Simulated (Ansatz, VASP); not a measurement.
## Two plane-wave programs on Ga3AsN2

```
Ga As N
1.0
     3.18445    0.00000    0.00000
    -1.59222    2.75781    0.00000
     0.00000    0.00000    8.85697
Ga As N
3 1 2
Direct
  0.66667 0.33333 0.77365
  0.00000 0.00000 0.50000
  0.33333 0.66667 0.22635
  0.00000 0.00000 0.00000
  0.33333 0.66667 0.64370
  0.66667 0.33333 0.35630
```

Alike in both runs: functional PBE; k mesh 12 × 12 × 4; occupations gaussian, width 0.1 eV; no spin polarisation.

Ansatz relaxed the structure, and its values are those at the end. VASP's run is a single point on that final structure, the one shown.

|  | VASP | Ansatz |
| --- | --- | --- |
| version | VASP 6.6.1 | Ansatz 0.2.0 |
| potentials or method | VASP PAW PBE potentials, release 64 (Ga_d, As, N), cutoff 520 eV | scalar-relativistic, plane waves, PAW |
| valence electrons in the cell | 54 | 64 |

Ansatz gave:

```
gap on the k mesh at the Fermi level (eV) : none
pressure (GPa)                            : 0.0
rms of the force components (eV/Å)        : 0.001
```

**Question.** Estimate VASP's values.

**Answer.** gap on the k mesh at the Fermi level (eV): none; pressure (GPa): 0.4; rms of the force components (eV/Å): 0.006.

A gap of «none» marks a metal or a gap that the smearing closes. VASP's potentials hold 54 valence electrons a cell and Ansatz's 64, so a difference there can come from the potentials and not from the codes.
